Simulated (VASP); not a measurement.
Here is a VASP 6.6.1 calculation.

The input INCAR:

```
PREC = Accurate
ENCUT = 600
EDIFF = 1E-7
ISMEAR = 0
SIGMA = 0.02
LREAL = False
LASPH = True
NELM = 100
ALGO = Normal
ISIF = 3
LWAVE = False
LCHARG = False
GGA = PS
IBRION = 2
NSW = 100
EDIFFG = -0.002
```

Contents of KPOINTS:

```
Automatic mesh
0
Gamma
  12 12 6
```

Contents of POSCAR:

```
ZnS
1.0
    3.8230000000      0.0000000000      0.0000000000
   -1.9115000000      3.3108151187      0.0000000000
    0.0000000000      0.0000000000      6.2610000000
Zn S
2 2
Direct
    0.3333333333      0.6666666667      0.0000000000
    0.6666666667      0.3333333333      0.5000000000
    0.3333333333      0.6666666667      0.3750000000
    0.6666666667      0.3333333333      0.8750000000
```

Potentials or basis: VASP PAW PBE potentials, release 64 (Zn, S).

Command:

```bash
$ cat potpaw_PBE.64/Zn/POTCAR potpaw_PBE.64/S/POTCAR > POTCAR
$ mpirun -np 1 vasp_std > vasp.out
```

(1) Predict the space group after relaxing (to 0.05 Å).

(2) What does it give for the relaxed cell?

Results:

(1) P6_3mc (No. 186).

(2) a = 3.785 Å, b = 3.785 Å, c = 6.213 Å, α = 90.00°, β = 90.00°, γ = 120.00°.
